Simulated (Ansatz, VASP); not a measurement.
Two plane-wave programs on MnO

```xyz
4
Lattice="0.0000 2.2640 -2.2640 0.0000 2.2640 2.2640 4.5034 0.0000 0.0000" Properties=species:S:1:pos:R:3 pbc="T T T"
Mn    0.0000    0.0000    0.0000
Mn    2.2517    2.2640    0.0000
O     2.2517    2.2640    2.2640
O     4.5034    4.5280    2.2640
```

Alike in both runs: functional PBE; k mesh 12 × 12 × 8; occupations gaussian, width 0.02 eV; collinear spin; Hubbard terms Mn d U = 3.9 eV.

Ansatz relaxed the structure, and its values are those at the end. VASP's run is a single point on that final structure, the one shown.

```csv
,VASP,Ansatz
version,VASP 6.6.1,Ansatz 0.2.0
potentials or method,"VASP PAW PBE potentials, release 64 (Mn_pv, O), cutoff 520 eV","scalar-relativistic, plane waves, PAW"
valence electrons in the cell,38,42
```

|  | VASP | Ansatz | Ansatz less VASP |
| --- | --- | --- | --- |
| gap on the k mesh at the Fermi level (eV) | 0.63 | 0.55 | -0.076 |
| least direct gap on the mesh (eV) | 3.00 | 2.91 | -0.089 |
| pressure (GPa) | -1.6 | 0.0 | +1.60 |
| net moment per atom (μB) | 0.00 | 0.00 | 0.000 |
| size of the moment on the site where the two differ most (μB) | 4.62 | 4.30 | -0.323 |

Site moments also hang on the region over which each program counts them. The programs project onto different local orbitals, so the same U acts differently, and such runs can settle in different states. VASP's potentials hold 38 valence electrons a cell and Ansatz's 42, so a difference there can come from the potentials and not from the codes.
